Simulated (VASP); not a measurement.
# C: single point with LDA

C:

```
C
1.0
     0.00000    1.62543    1.83381
     1.62543    0.00000    1.83381
     1.62543    1.62543    0.00000
C
2
Direct
  0.50000 0.50000 0.50000
  0.75000 0.75000 0.75000
```

This cell differs from its parent crystal: volume 4.845 Å^3 an atom, c/a of the conventional cell 1.1282.

| Item | Value |
| --- | --- |
| Program | VASP 6.6.1 |
| Task | single point |
| Functional | LDA |
| Potentials or basis | VASP PAW LDA potentials, release 64 (C) |
| Cutoff | 520 eV |
| k mesh | 12 × 12 × 12 |
| Occupations | gaussian, width 0.05 eV |
| Spin | no spin polarisation |
| Dipole correction | no |
| Further INCAR settings | ALGO = Normal; EDIFF = 1e-06; NBANDS = 11 |

* Pressure: 77.5 GPa
* Band gap on the k mesh: 2.85 eV, indirect (least direct gap 4.85 eV)

Stress tensor (GPa, compression positive):
```
126.47   0.00   0.00
  0.00 126.47   0.00
  0.00   0.00 -20.48
```

Levels at points of the mesh, in eV from the valence-band top:
```csv
k point,band 1,band 2,band 3,band 4,band 5,band 6,band 7,band 8,band 9
"(0.00, 0.00, 0.00)",-24.32,-2.32,0.00,0.00,4.85,4.85,6.42,16.17,20.62
"(0.50, 0.00, 0.00)",-17.44,-15.96,-5.30,-2.61,6.08,8.95,12.07,16.23,22.76
"(0.50, 0.50, 0.00)",-15.96,-15.96,-6.60,-6.60,6.45,6.45,17.77,17.77,23.71
"(0.50, 0.00, 0.50)",-13.80,-13.80,-8.62,-8.62,3.37,3.37,17.63,17.63,25.04
```

Run time: 25 s on 1 thread of Intel(R) Xeon(R) Platinum 8259CL CPU @ 2.50GHz (Skylake/Cascade Lake) (shared host), peak memory 0.11 GiB.

 A k mesh can miss the band edges.
